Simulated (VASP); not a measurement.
A run of VASP 6.6.1:

INCAR

```
ALGO = Normal
EDIFF = 1E-6
EDIFFG = -0.002
ENCUT = 600
GGA = PS
IBRION = 2
ISIF = 3
ISMEAR = -1
LASPH = T
LCHARG = F
LREAL = F
LWAVE = F
NELM = 60
NSW = 100
PREC = Accurate
PSTRESS = 150.0
SIGMA = 0.08
```

The input KPOINTS:

```
k-points
0
Gamma
  18 18 10
```

Contents of POSCAR:

```
Mg
1.0
    3.1780611269      0.0000000000      0.0000000000
   -1.5890305634      2.7522816706      0.0000000000
    0.0000000000      0.0000000000      5.1488065251
Mg
2
Direct
    0.3333333333      0.6666666667      0.2500000000
    0.6666666667      0.3333333333      0.7500000000
```

Potentials or basis: VASP PAW PBE potentials, release 64 (Mg).

The run is started by

```console
$ cat potpaw_PBE.64/Mg/POTCAR > POTCAR
$ mpirun -np 1 vasp_std > vasp.out
```

Hardware: 1 thread of Intel(R) Xeon(R) Platinum 8259CL CPU @ 2.50GHz (Skylake/Cascade Lake) (shared host).

Task: How long does it take, and how much memory?

Result: Run time: 4.5 min on 1 thread of Intel(R) Xeon(R) Platinum 8259CL CPU @ 2.50GHz (Skylake/Cascade Lake), with other jobs on the host, peak memory 0.24 GiB. Counts: scf iterations 42, k points 222, ion steps 12.
